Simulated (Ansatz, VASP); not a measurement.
KBr: VASP beside Ansatz

```
K Br
1.0
     0.00000    3.53687    3.53687
     3.53687    0.00000    3.53687
     3.53687    3.53687    0.00000
K Br
1 1
Cartesian
  0.0000 0.0000 0.0000
  3.5369 3.5369 3.5369
```

Change from the starting cell: strain +0.080 along x and y, +0.080 along z, atoms carried along.

Alike in both runs: task single point; functional PBEsol; k mesh 6 × 6 × 6; occupations gaussian, width 0.05 eV; no spin polarisation.

|  | VASP | Ansatz |
| --- | --- | --- |
| version | VASP 6.6.1 | Ansatz 0.2.0 |
| potentials or method | VASP PAW PBE potentials, release 64 (K_sv, Br), cutoff 520 eV | scalar-relativistic, plane waves, PAW |
| valence electrons in the cell | 16 | 16 |

```tsv
	VASP	Ansatz	Ansatz less VASP
gap on the k mesh at the Fermi level (eV)	3.84	3.84	+0.001
least direct gap on the mesh (eV)	3.84	3.84	+0.001
pressure (GPa)	-2.0	-2.0	-0.01
```

VASP's potentials were made for PBE, not for PBEsol.
